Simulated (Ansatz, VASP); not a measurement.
**Two plane-wave programs on ZrB2**

Contents of INCAR:

```
PREC = Accurate ; ENCUT = 600
EDIFF = 1E-6 ; ISMEAR = -1
SIGMA = 0.05 ; LREAL = F
LASPH = T ; NELM = 80
ALGO = Normal ; ISIF = 3
LWAVE = F ; LCHARG = F
GGA = B5 ; ALDAX = 1.0
AGGAX = 1.0 ; AGGAC = 1.0
ALDAC = 0.0 ; IVDW = 13
VDW_S6 = 1.0 ; VDW_S8 = 2.34076671
VDW_A1 = 0.44488865 ; VDW_A2 = 4.0933009
IBRION = 2 ; NSW = 60
EDIFFG = -0.01
```

The input KPOINTS:

```
Automatic mesh
0
Gamma
  10 10 8
```

Contents of POSCAR:

```
ZrB2
1.0
    3.1700000000      0.0000000000      0.0000000000
   -1.5850000000      2.7453005300      0.0000000000
    0.0000000000      0.0000000000      3.5330000000
Zr B
1 2
Direct
    0.0000000000      0.0000000000      0.0000000000
    0.6666666667      0.3333333333      0.5000000000
    0.3333333333      0.6666666667      0.5000000000
```

The input input.yaml:

```yaml
crystal:
  lattice:
    - [3.17, 0.0, 0.0]
    - [-1.585, 2.74530053, 0.0]
    - [0.0, 0.0, 3.533]
  atoms:
    - { symbol: Zr, position: [0.0, 0.0, 0.0] }
    - { symbol: B, position: [0.6666666667, 0.3333333333, 0.5] }
    - { symbol: B, position: [0.3333333333, 0.6666666667, 0.5] }
hamiltonian:
  xc: blyp
  pseudopotentials: { kind: paw }
  dispersion: d4
kpoints:
  mp_grid: { grid: [10, 10, 8] }
scf:
  occupations: { method: fermi_dirac, width: 0.05 }
output:
  forces: true
  stress: true
relax:
  f_tol: 0.01
  max_steps: 40
  cell: { stress_tol: 0.05 }
```

Alike in both runs: task relaxation of cell and atoms; functional BLYP; dispersion D4; k mesh 10 × 10 × 8; occupations fermi-dirac, width 0.05 eV; no spin polarisation.

|  | VASP | Ansatz |
| --- | --- | --- |
| version | VASP 6.6.1 | Ansatz 0.2.0 |
| potentials or method | VASP PAW PBE potentials, release 64 (Zr_sv, B) | Ansatz PAW |
| plane-wave cutoff (eV) | 600 | 420 |
| valence electrons in the cell | 18 | 18 |

Ansatz gave:

| Quantity | Value |
| --- | --- |
| relaxed volume (Å³/atom) | 10.09 |
| relaxed length of the cell vector where the two differ most in proportion (Å) | 3.525 |

Q: What did VASP give for the same quantities?

A: Relaxed volume (Å³/atom): 10.10; relaxed length of the cell vector where the two differ most in proportion (Å): 3.528.

VASP's potentials were made for PBE, not for BLYP.

Noted on Ansatz's run: the plane-wave basis is chosen anew once the cell has moved, so the energies of steps on either side of that aren't comparable.
